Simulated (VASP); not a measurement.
# GeAs5 (P6/mmm) in VASP: relaxation of cell and atoms with PBE

Aim: the relaxation of cell and atoms of GeAs5 with PBE.

All numbers are computed with VASP 6.6.1; they aren't measurements. Logs are shortened: lines on timing, memory, paths and dates and some standing lists are left out, and cuts for length are marked.

## Step 1: The cell of the first run

Symmetry: P6/mmm, No. 191, hexagonal system. Conventional cell: a = 4.821 Å, b = 4.821 Å, c = 9.752 Å, α = 90.00°, β = 90.00°, γ = 120.00°. Ge (site symmetry 6/mmm) has 8 As at 2.57 to 2.78 Å within 3.4 Å. As (site symmetry 6/mmm) has 2 As at 2.30 Å within 3.0 Å. As (site symmetry -6m2) has 9 As at 2.78 to 3.79 Å and 3 Ge at 2.78 Å within 3.8 Å. As (site symmetry 6mm) has 1 As at 2.30 Å and 1 Ge at 2.57 Å within 3.0 Å.

The cell was generated, and may not be a known phase.

## Step 2: Relaxation of cell and atoms, PBE

The input, INCAR:

```
PREC = Accurate
ENCUT = 600
EDIFF = 1E-6
ISMEAR = 0
SIGMA = 0.1
LREAL = F
LASPH = T
NELM = 60
ALGO = Normal
ISIF = 3
LWAVE = F
LCHARG = F
GGA = PE
IBRION = 2
NSW = 100
EDIFFG = -0.01
```

The input, KPOINTS:

```
regular mesh
0
Gamma
  12 12 4
```

The input, POSCAR:

```
GeAs5
1.0
    4.8210418995      0.0000000000      0.0000000000
   -2.4105209498      4.1751447577      0.0000000000
    0.0000000000      0.0000000000      9.7523890962
Ge As
1 5
Direct
    0.0000000000      0.0000000000      0.0000000000
    0.0000000000      0.0000000000      0.5000000000
    0.3333333333      0.6666666667      0.0000000000
    0.6666666667      0.3333333333      0.0000000000
    0.0000000000      0.0000000000      0.7360664317
    0.0000000000      0.0000000000      0.2639335683
```

Potentials or basis: VASP PAW PBE potentials, release 64 (Ge_d, As).

The run is started by

```sh
> cat potpaw_PBE.64/Ge_d/POTCAR potpaw_PBE.64/As/POTCAR > POTCAR
> mpirun -np 1 vasp_std > vasp.out
```

OUTCAR:

```text
PREC = Accurate
   ENCUT = 600
   EDIFF = 1E-6
   ISMEAR = 0
   LREAL = F
   LASPH = T
   NELM = 60
   ISIF = 3
   GGA = PE
   IBRION = 2
   NSW = 100
   EDIFFG = -0.01

 ion  position               nearest neighbor table
   1  0.000  0.000  0.000-   5 2.57   6 2.57   3 2.78   4 2.78   4 2.78   3 2.78   4 2.78   3 2.78

   2  0.000  0.000  0.500-   5 2.30   6 2.30
   3  0.333  0.667  0.000-   4 2.78   4 2.78   1 2.78   1 2.78   1 2.78   4 2.78
   4  0.667  0.333  0.000-   3 2.78   3 2.78   1 2.78   1 2.78   1 2.78   3 2.78
   5  0.000  0.000  0.736-   2 2.30   1 2.57
   6  0.000  0.000  0.264-   2 2.30   1 2.57

  LATTYP: Found a hexagonal cell.
 ALAT       =     4.8210418995
 C/A-ratio  =     2.0228799707

  Lattice vectors:

 A1 = (   4.8210418995,   0.0000000000,   0.0000000000)
 A2 = (  -2.4105209498,   4.1751447577,   0.0000000000)
 A3 = (   0.0000000000,   0.0000000000,   9.7523890962)

Analysis of symmetry for initial positions (statically):
=====================================================================
 Subroutine PRICEL returns:
 Original cell was already a primitive cell.

 Routine SETGRP: Setting up the symmetry group for a
 hexagonal supercell.

 Subroutine GETGRP returns: Found 24 space group operations
 (whereof 24 operations were pure point group operations)
 out of a pool of 24 trial point group operations.

The static configuration has the point symmetry D_6h.

Analysis of symmetry for dynamics (positions and initial velocities):
=====================================================================
 Subroutine PRICEL returns:
 Original cell was already a primitive cell.

 Routine SETGRP: Setting up the symmetry group for a
 hexagonal supercell.

 Subroutine GETGRP returns: Found 24 space group operations
 (whereof 24 operations were pure point group operations)
 out of a pool of 24 trial point group operations.

The dynamic configuration has the point symmetry D_6h.

 Subroutine INISYM returns: Found 24 space group operations
 (whereof 24 operations are pure point group operations),
 and found     1 'primitive' translations

----------------------------------------------------------------------------------------

                                     Primitive cell

  volume of cell :     196.3014

  direct lattice vectors                    reciprocal lattice vectors
[... 102 lines left out ...]
   ISYM   =      2    0-nonsym 1-usesym 2-fastsym
   POTIM  = 0.5000    time-step for ionic-motion
   TEBEG  =    0.0;   TEEND  =   0.0 temperature during run
   PSTRESS=    0.0 pullay stress
   NELECT =      39.0000    total number of electrons
   NUPDOWN=      -1.0000    fix difference up-down
   EMIN   =  10.00;   EMAX   =-10.00  energy-range for DOS
   EFERMI =   0.00;   METHOD = LEGACY
   ISMEAR =     0;   SIGMA  =   0.10  broadening in eV -4-tet -1-fermi 0-gaus
   EFERMI_NEDOS =   21; number of points for ismear=-14 and -15
   IALGO  =     38    algorithm
   IMIX   =      4    mixing-type and parameters
     AMIX     =   0.40;   BMIX     =  1.00
     AMIX_MAG =   1.60;   BMIX_MAG =  1.00
  volume/ion in A,a.u.               =      32.72       220.78
  Fermi-wavevector in a.u.,A,eV,Ry     =   0.955261  1.805181 12.415627  0.912523
  Thomas-Fermi vector in A             =   2.084082
   LORBIT       =      0    0 simple, 1 ext, 2 COOP (PROOUT), +10 PAW based schemes
   GGA     = PE    functional components
   LHFCALC =     F    Hartree Fock is set to
   AEXX    =    0.0000 exact exchange contribution
   IVDW    =     0    specifies the selected vdW correction
   LEPSILON=     F    determine dielectric tensor
   LRPA    =     F    only Hartree local field effects (RPA)
 conjugate gradient relaxation of ions
 non-spin polarized calculation
 Gauss-broadening in eV      SIGMA  =   0.10
  energy-cutoff  :      600.00
  volume of cell :      196.30
 maximum number of plane-waves:      6614
 NGX is ok and might be reduce to    40
   NGX = 19   NGY = 19   NGZ = 39

--------------------------------------- Ionic step        1  -------------------------------------------

 number of electron      39.0000003 magnetization

 Free energy of the ion-electron system (eV)
  ---------------------------------------------------
  ext. energy  EPLUGINS =         0.00000000
  ---------------------------------------------------
  free energy    TOTEN  =       -22.75383877 eV

  energy without entropy =      -22.72353065  energy(sigma->0) =      -22.73868471

------------------------ aborting loop because EDIFF is reached ----------------------------------------

  FORCE on cell =-STRESS in cart. coord.  units (eV):
  Direction    XX          YY          ZZ          XY          YZ          ZX
  --------------------------------------------------------------------------------------
  -------------------------------------------------------------------------------------
  Total        0.6756069      0.6756069     -0.6066285     -0.0000000     -0.0000000      0.0000000
  in kB        5.5141832      5.5141832     -4.9511940     -0.0000000     -0.0000000      0.0000000
  external PRESSURE =       2.0257241 kB  Pullay stress =       0.0000000 kB
[... 267 lines left out ...]
--------------------------------------- Ionic step        8  -------------------------------------------

 number of electron      38.9999994 magnetization

 Free energy of the ion-electron system (eV)
  ---------------------------------------------------
  ext. energy  EPLUGINS =         0.00000000
  ---------------------------------------------------
  free energy    TOTEN  =       -22.76169948 eV

  energy without entropy =      -22.73101452  energy(sigma->0) =      -22.74635700

 E-fermi :   1.3113     XC(G=0):  -7.8328

 val. band max:        1.3070126063   @ k =   0.1667   0.0000   0.2500
 cond. band min:       1.3159522911   @ k =   0.0833   0.0000   0.5000
 fundamental gap:      0.0089396848
 Fermi energy:         1.3113140925

 k-point     1 :       0.0000    0.0000    0.0000
  band No.  band energies     occupation
      1     -23.5605      2.00000
      2     -23.5522      2.00000
      3     -23.5522      2.00000
      4     -23.5300      2.00000
      5     -23.5300      2.00000
      6     -12.1977      2.00000
[... 613 lines left out ...]
     22       1.9445      0.00000
     23       2.9617      0.00000

 [... further k-points ...]

------------------------ aborting loop because EDIFF is reached ----------------------------------------

  FORCE on cell =-STRESS in cart. coord.  units (eV):
  Direction    XX          YY          ZZ          XY          YZ          ZX
  --------------------------------------------------------------------------------------
  -------------------------------------------------------------------------------------
  Total       -0.0427983     -0.0427983      0.0189095      0.0000000     -0.0000000      0.0000000
  in kB       -0.3447078     -0.3447078      0.1523019      0.0000000     -0.0000000      0.0000000
  external PRESSURE =      -0.1790379 kB  Pullay stress =       0.0000000 kB
[... 21 lines left out ...]
  FREE ENERGIE OF THE ION-ELECTRON SYSTEM (eV)
  ---------------------------------------------------
  free  energy   TOTEN  =       -22.7616994762 eV

  energy  without entropy=      -22.7310145216  energy(sigma->0) =      -22.74635700

 reached required accuracy - stopping structural energy minimisation
```

OSZICAR:

```text
N       E                     dE             d eps       ncg     rms          rms(c)
DAV:   1     0.290529988411E+03    0.29053E+03   -0.17612E+04  2958   0.214E+03
[... 60 lines left out ...]
       N       E                     dE             d eps       ncg     rms          rms(c)
DAV:   1    -0.227618844129E+02   -0.27560E-03   -0.16171E-02  2622   0.719E-01    0.790E-02
DAV:   2    -0.227617745413E+02    0.10987E-03   -0.25151E-03  3160   0.223E-01    0.497E-02
DAV:   3    -0.227617208604E+02    0.53681E-04   -0.35571E-04  3126   0.972E-02    0.271E-02
DAV:   4    -0.227616996847E+02    0.21176E-04   -0.75723E-05  3114   0.565E-02    0.676E-03
DAV:   5    -0.227616994380E+02    0.24663E-06   -0.11471E-05  3154   0.217E-02    0.354E-03
DAV:   6    -0.227616994762E+02   -0.38218E-07   -0.13420E-06  1745   0.705E-03
   8 F= -.22761699E+02 E0= -.22746357E+02  d E =-.178358E-03
```

CONTCAR:

```text
GeAs5
   1.00000000000000
     4.8561490600644976   -0.0000000000004212   -0.0000000000000000
    -2.4280745300829776    4.2055484506043266   -0.0000000000000000
    -0.0000000000000000   -0.0000000000000000    9.7402754691444606
  Ge              As
     1     5
Direct
     0.0000000000000000    0.0000000000000000    0.0000000000000000
     0.0000000000000000    0.0000000000000000    0.5000000000000000
     0.3333333332999970    0.6666666667000030    0.0000000000000000
     0.6666666667000030    0.3333333332999970    0.0000000000000000
     0.0000000000000000    0.0000000000000000    0.7344639628061888
     0.0000000000000000    0.0000000000000000    0.2655360371938112

  0.00000000E+00  0.00000000E+00  0.00000000E+00
  0.00000000E+00  0.00000000E+00  0.00000000E+00
  0.00000000E+00  0.00000000E+00  0.00000000E+00
  0.00000000E+00  0.00000000E+00  0.00000000E+00
  0.00000000E+00  0.00000000E+00  0.00000000E+00
  0.00000000E+00  0.00000000E+00  0.00000000E+00
```

Wall time 40 min (1 thread of Intel Xeon 8259CL, shared host); peak memory 0.58 GiB.

What came out:

```yaml
Free_energy: -22.7617 eV
Relaxed_volume: 33.15 Å³/atom
Relaxed_cell: a = 4.856 Å, b = 4.856 Å, c = 9.740 Å, α = 90.00°, β = 90.00°, γ = 120.00°
Space_group_after_relaxing_to_0.1_Å: P6/mmm (No. 191)
Energy_gained_by_relaxing: 1.3 meV/atom
Ionic_steps: 8
Pressure_after_relaxing: 0.0 GPa
Largest_force_after_relaxing: 0.004 eV/Å
Band_gap_on_the_k_mesh: zero (an odd number of electrons rules out a gap without spin polarisation)
```

Forces in eV/Å, atoms in the order of the input:
```
Ge   0.000  0.000  0.000
As   0.000  0.000  0.000
As   0.000  0.000  0.000
As   0.000  0.000  0.000
As   0.000  0.000  0.004
As   0.000  0.000 -0.004
```

Step by step:
```
step  energy change (eV)  largest force (eV/Å)  pressure (GPa)  volume (Å³)
   1              0.0000                0.1875            0.20       196.30
   2             -0.0067                0.0007            0.25       197.47
   3             -0.0067                0.0056            0.24       197.44
   4             -0.0076                0.0338           -0.03       199.08
   5             -0.0077                0.0312           -0.02       198.92
   6             -0.0077                0.0303           -0.01       198.88
   7             -0.0078                0.0199           -0.02       198.89
   8             -0.0079                0.0037           -0.02       198.92
```

Final structure:
```yaml
crystal:
  lattice:
    - [4.85615, 0.00000, 0.00000]
    - [-2.42807, 4.20555, 0.00000]
    - [0.00000, 0.00000, 9.74028]
  atoms:
    - { symbol: Ge, position: [0.00000, 0.00000, 0.00000] }
    - { symbol: As, position: [0.00000, 0.00000, 0.50000] }
    - { symbol: As, position: [0.33333, 0.66667, 0.00000] }
    - { symbol: As, position: [0.66667, 0.33333, 0.00000] }
    - { symbol: As, position: [0.00000, 0.00000, 0.73446] }
    - { symbol: As, position: [0.00000, 0.00000, 0.26554] }
```
